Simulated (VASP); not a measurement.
# C (Fd-3m) in VASP: single point with LDA

Aim: the single point of C with LDA.

Program: VASP 6.6.1. These are calculated values, not measurements. Logs are shortened: lines on timing, memory, paths and dates and some standing lists are left out, and cuts for length are marked.

## Step 1: The cell of the first run

Symmetry: Fd-3m, No. 227, cubic system. Conventional cell: a = 3.532 Å, b = 3.532 Å, c = 3.532 Å, α = 90.00°, β = 90.00°, γ = 90.00°. Within 2.0 Å of C (site symmetry -43m) lie 4 C at 1.53 Å.

## Step 2: Single point, LDA

Contents of INCAR:

```
ALGO = Normal
EDIFF = 1E-6
ENCUT = 1300
GGA = CA
GGA_COMPAT = F
ISIF = 2
ISMEAR = -1
LASPH = T
LCHARG = F
LREAL = F
LWAVE = F
NBANDS = 11
NELM = 120
PREC = Accurate
SIGMA = 0.02
```

Contents of KPOINTS:

```
k-points
0
Gamma
  24 24 24
```

Contents of POSCAR:

```
C
1.0
    0.0000000000      1.7658715104      1.7658715104
    1.7658715104      0.0000000000      1.7658715104
    1.7658715104      1.7658715104      0.0000000000
C
2
Direct
   -0.1250000000     -0.1250000000     -0.1250000000
    0.1250000000      0.1250000000      0.1250000000
```

Potentials or basis: VASP PAW LDA potentials, release 64 (C_h).

Launch:

```sh
cat potpaw_LDA.64/C_h/POTCAR > POTCAR
mpirun -np 1 vasp_std > vasp.out
```

OUTCAR:

```text
EDIFF = 1E-6
   ENCUT = 1300
   GGA = CA
   ISIF = 2
   ISMEAR = -1
   LASPH = T
   LREAL = F
   NELM = 120
   PREC = Accurate

 ion  position               nearest neighbor table
   1  0.875  0.875  0.875-
   2  0.125  0.125  0.125-

  LATTYP: Found a face centered cubic cell.
 ALAT       =     3.5317430208

  Lattice vectors:

 A1 = (   0.0000000000,   1.7658715104,   1.7658715104)
 A2 = (   1.7658715104,   0.0000000000,   1.7658715104)
 A3 = (   1.7658715104,   1.7658715104,   0.0000000000)

Analysis of symmetry for initial positions (statically):
=====================================================================
 Subroutine PRICEL returns:
 Original cell was already a primitive cell.

 Routine SETGRP: Setting up the symmetry group for a
 face centered cubic supercell.

 Subroutine GETGRP returns: Found 48 space group operations
 (whereof 12 operations were pure point group operations)
 out of a pool of 48 trial point group operations.

The static configuration has the point symmetry D_3d.
 The point group associated with its full space group is O_h .

Analysis of symmetry for dynamics (positions and initial velocities):
=====================================================================
 Subroutine PRICEL returns:
 Original cell was already a primitive cell.

 Routine SETGRP: Setting up the symmetry group for a
 face centered cubic supercell.

 Subroutine GETGRP returns: Found 48 space group operations
 (whereof 12 operations were pure point group operations)
 out of a pool of 48 trial point group operations.

The dynamic configuration has the point symmetry D_3d.
 The point group associated with its full space group is O_h .

 Subroutine INISYM returns: Found 48 space group operations
 (whereof 12 operations are pure point group operations),
 and found     1 'primitive' translations

----------------------------------------------------------------------------------------

                                     Primitive cell

  volume of cell :      11.0130

  direct lattice vectors                    reciprocal lattice vectors
     0.000000000  1.765871510  1.765871510    -0.283146309  0.283146309  0.283146309
     1.765871510  0.000000000  1.765871510     0.283146309 -0.283146309  0.283146309
     1.765871510  1.765871510  0.000000000     0.283146309  0.283146309 -0.283146309

  length of vectors
[... 88 lines left out ...]
   ISIF   =      2    stress and relaxation
   ISYM   =      2    0-nonsym 1-usesym 2-fastsym
   POTIM  = 0.5000    time-step for ionic-motion
   TEBEG  =    0.0;   TEEND  =   0.0 temperature during run
   PSTRESS=    0.0 pullay stress
   NELECT =       8.0000    total number of electrons
   NUPDOWN=      -1.0000    fix difference up-down
   EMIN   =  10.00;   EMAX   =-10.00  energy-range for DOS
   EFERMI =   0.00;   METHOD = LEGACY
   ISMEAR =    -1;   SIGMA  =   0.02  broadening in eV -4-tet -1-fermi 0-gaus
   EFERMI_NEDOS =   21; number of points for ismear=-14 and -15
   IALGO  =     38    algorithm
   IMIX   =      4    mixing-type and parameters
     AMIX     =   0.40;   BMIX     =  1.00
     AMIX_MAG =   1.60;   BMIX_MAG =  1.00
  volume/ion in A,a.u.               =       5.51        37.16
  Fermi-wavevector in a.u.,A,eV,Ry     =   1.471643  2.781002 29.466578  2.165732
  Thomas-Fermi vector in A             =   2.586754
   LORBIT       =      0    0 simple, 1 ext, 2 COOP (PROOUT), +10 PAW based schemes
   GGA     = CA    functional components
   LHFCALC =     F    Hartree Fock is set to
   AEXX    =    0.0000 exact exchange contribution
   IVDW    =     0    specifies the selected vdW correction
   LEPSILON=     F    determine dielectric tensor
   LRPA    =     F    only Hartree local field effects (RPA)
 non-spin polarized calculation
  energy-cutoff  :     1300.00
  volume of cell :       11.01
 maximum number of plane-waves:      1211
 NGX is ok and might be reduce to    30
   NGX = 15   NGY = 15   NGZ = 15

 number of electron       8.0000000 magnetization

 Free energy of the ion-electron system (eV)
  ---------------------------------------------------
  ext. energy  EPLUGINS =         0.00000000
  ---------------------------------------------------
  free energy    TOTEN  =       -20.26748630 eV

  energy without entropy =      -20.26748630  energy(sigma->0) =      -20.26748630

 E-fermi :  11.8323     XC(G=0): -13.7972

 val. band max:       11.3375595868   @ k =   0.0000   0.0000   0.0000
 cond. band min:      15.5104378050   @ k =   0.3750   0.3750   0.0000
 fundamental gap:      4.1728782182
 Fermi energy:        11.8323421786

 k-point     1 :       0.0000    0.0000    0.0000
  band No.  band energies     occupation
      1     -10.3803      2.00000
      2      11.3376      2.00000
      3      11.3376      2.00000
      4      11.3376      2.00000
      5      16.9641      0.00000
      6      16.9641      0.00000
      7      16.9641      0.00000
      8      25.5680      0.00000
      9      30.7357      0.00000
     10      38.2901      0.00000
     11      38.2901      0.00000
[... 309 lines left out ...]
 k-point    24 :       0.4583    0.0417    0.0000
  band No.  band energies     occupation
      1      -5.0572      2.00000
      2      -1.4445      2.00000
      3       8.3598      2.00000
      4       8.4235      2.00000
      5      19.6827      0.00000
      6      20.0836      0.00000
      7      20.8606      0.00000
      8      26.9727      0.00000
      9      32.9377      0.00000
     10      35.8575      0.00000
     11      36.8066      0.00000

 [... further k-points ...]

------------------------ aborting loop because EDIFF is reached ----------------------------------------

  FORCE on cell =-STRESS in cart. coord.  units (eV):
  Direction    XX          YY          ZZ          XY          YZ          ZX
  --------------------------------------------------------------------------------------
  -------------------------------------------------------------------------------------
  Total        0.0628961      0.0628961      0.0628961      0.0000000      0.0000000     -0.0000000
  in kB        9.1501259      9.1501259      9.1501259      0.0000000      0.0000000     -0.0000000
  external PRESSURE =       9.1501259 kB  Pullay stress =       0.0000000 kB

 VOLUME and BASIS-vectors are now :
 -----------------------------------------------------------------------------
  energy-cutoff  :     1300.00
  volume of cell :       11.01
      direct lattice vectors                 reciprocal lattice vectors
     0.000000000  1.765871510  1.765871510    -0.283146309  0.283146309  0.283146309
     1.765871510  0.000000000  1.765871510     0.283146309 -0.283146309  0.283146309
     1.765871510  1.765871510  0.000000000     0.283146309  0.283146309 -0.283146309

 POSITION                                       TOTAL-FORCE (eV/Angst)
 -----------------------------------------------------------------------------------
      3.09028      3.09028      3.09028         0.000000      0.000000      0.000000
      0.44147      0.44147      0.44147        -0.000000     -0.000000     -0.000000
 -----------------------------------------------------------------------------------
    total drift:                               -0.000000      0.000000      0.000000

  FREE ENERGIE OF THE ION-ELECTRON SYSTEM (eV)
  ---------------------------------------------------
  free  energy   TOTEN  =       -20.2674863049 eV

  energy  without entropy=      -20.2674863049  energy(sigma->0) =      -20.26748630
```

Wall time 67 s (1 thread of AMD EPYC 9R45 (Zen 5), shared host); peak memory 0.23 GiB.

What came out:

| Quantity | Value |
| --- | --- |
| Free energy | -20.2675 eV |
| Pressure | 0.9 GPa |
| Band gap on the k mesh | 4.17 eV (least direct gap 5.63 eV) |

A k mesh can miss the band edges.
